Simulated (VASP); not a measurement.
Write the native input for VASP 6.6.1 that does the following.

```yaml
Task: single point
Functional: r2SCAN
Potentials_or_basis: VASP PAW PBE potentials, release 64 (Ti_sv, O)
Cutoff: 520 eV
k_mesh: 10 × 10 × 10
Occupations: gaussian, width 0.1 eV
Spin: collinear spin, zero start
Starting_moments: "[0.0, 0.0, 0.0, 0.0, 0.0, 0.0] μB"
Fixed_moment: 0 μB
Dipole_correction: no
Further_INCAR_settings: ALGO = Normal; EDIFF = 1e-06; NBANDS = 40
```

The system is TiO.

```xyz
6
Lattice="4.0867 0.0000 0.0000 0.0000 4.0867 0.0000 0.0000 0.0000 4.0867" Properties=species:S:1:pos:R:3 pbc="T T T"
Ti    2.0433    2.0433    0.0000
Ti    0.0000    2.0433    2.0433
Ti    2.0433    0.0000    2.0433
O     0.0000    2.0433    0.0000
O     2.0433    0.0000    0.0000
O     0.0000    0.0000    2.0433
```

One way to write it, as run:

POSCAR

```
TiO
1.0
    4.0866680000      0.0000000000      0.0000000000
    0.0000000000      4.0866680000      0.0000000000
    0.0000000000      0.0000000000      4.0866680000
Ti O
3 3
Direct
    0.5000000000      0.5000000000      0.0000000000
    0.0000000000      0.5000000000      0.5000000000
    0.5000000000      0.0000000000      0.5000000000
    0.0000000000      0.5000000000      0.0000000000
    0.5000000000      0.0000000000      0.0000000000
    0.0000000000      0.0000000000      0.5000000000
```

INCAR.step1

```
SYSTEM = TiO
PREC = Accurate
ENCUT = 520
ISMEAR = 0
SIGMA = 0.1
LREAL = .FALSE.
LASPH = .TRUE.
NELM = 150
ISPIN = 2
MAGMOM = 0 0 0 0 0 0
NUPDOWN = 0.0
LMAXMIX = 4
NBANDS = 40
GGA = PE
ALGO = Normal
EDIFF = 1E-4
LWAVE = .TRUE.
LCHARG = .FALSE.
```

INCAR.step2

```
SYSTEM = TiO
PREC = Accurate
ENCUT = 520
EDIFF = 1E-6
ISMEAR = 0
SIGMA = 0.1
LREAL = .FALSE.
LASPH = .TRUE.
NELM = 150
ALGO = Normal
ISIF = 2
LWAVE = .FALSE.
LCHARG = .FALSE.
ISPIN = 2
MAGMOM = 0 0 0 0 0 0
LORBIT = 11
NUPDOWN = 0.0
LMAXMIX = 4
METAGGA = R2SCAN
LMIXTAU = .TRUE.
NBANDS = 40
ISTART = 1
```

KPOINTS

```
regular mesh
0
G
  10 10 10
  0 0 0
```

Potentials or basis: VASP PAW PBE potentials, release 64 (Ti_sv, O).

Launch:

```sh
$ cat potpaw_PBE.64/Ti_sv/POTCAR potpaw_PBE.64/O/POTCAR > POTCAR
$ cp INCAR.step1 INCAR
$ mpirun -np 1 vasp_std > vasp.out
$ cp INCAR.step2 INCAR
$ mpirun -np 1 vasp_std > vasp.out
```

It gave:

```
Pressure                                              : -3.7 GPa
Net moment                                            : 0.00 μB per cell
Valence electrons inside the program's atomic spheres : Ti 10.26; O 5.09
```

Caveat: the cell stands under tension; the PAW data sets were made with another functional, which shifts forces and pressure a little; the total moment is fixed, so each spin has its own Fermi level.

It took 8.4 min on 1 thread of Intel(R) Xeon(R) 6975P-C (Granite Rapids), with other jobs on the host, peak memory 0.34 GiB.
